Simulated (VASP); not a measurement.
Here is a VASP 6.6.1 calculation.

INCAR

```
PREC = Accurate ; ENCUT = 520
EDIFF = 1E-6 ; ISMEAR = 0
SIGMA = 0.05 ; LREAL = False
LASPH = True ; NELM = 100
ALGO = Normal ; ISIF = 2
LWAVE = False ; LCHARG = False
GGA = PE ; NBANDS = 72
```

The input KPOINTS:

```
Automatic mesh
0
Gamma
  1 1 12
```

The input POSCAR:

```
SnSe
1.0
   16.0000000000      0.0000000000      0.0000000000
    0.0000000000     16.7000000000      0.0000000000
    0.0000000000      0.0000000000      3.9142621534
Sn Se
6 6
Direct
    0.6444456282      0.5503702123      0.5000000000
    0.5266924732      0.6450352460      1.0000000000
    0.3822468450      0.5946650337      0.5000000000
    0.3555543718      0.4496297877      1.0000000000
    0.4733075268      0.3549647540      0.5000000000
    0.6177531550      0.4053349663      1.0000000000
    0.6922141605      0.6545263053      1.0000000000
    0.4564285872      0.7367480350      0.5000000000
    0.2642144267      0.5822217297      1.0000000000
    0.3077858395      0.3454736947      0.5000000000
    0.5435714128      0.2632519650      1.0000000000
    0.7357855733      0.4177782703      0.5000000000
```

Potentials or basis: VASP PAW PBE potentials, release 64 (Sn_d, Se).

Launch:

```bash
$ cat potpaw_PBE.64/Sn_d/POTCAR potpaw_PBE.64/Se/POTCAR > POTCAR
$ mpirun -np 1 vasp_std > vasp.out
```

Problem. Predict the largest force.

Solution. 1.250 eV/Å.

Problem. Predict the band gap on the k mesh.

Solution. 1.02 eV (least direct gap 1.26 eV).

Forces on the atoms (eV/Å):
```
Sn  -0.511  0.287  0.000
Sn  -0.505 -0.299  0.000
Sn   0.009 -0.586  0.000
Sn   0.511 -0.287  0.000
Sn   0.505  0.299  0.000
Sn  -0.009  0.586  0.000
Se   1.109  0.575  0.000
Se   0.056  1.248  0.000
Se  -1.053  0.673  0.000
Se  -1.109 -0.575  0.000
Se  -0.056 -1.248  0.000
Se   1.053 -0.673  0.000
```

Caveat: spin-orbit coupling is left out, which moves the levels of the heavy elements.
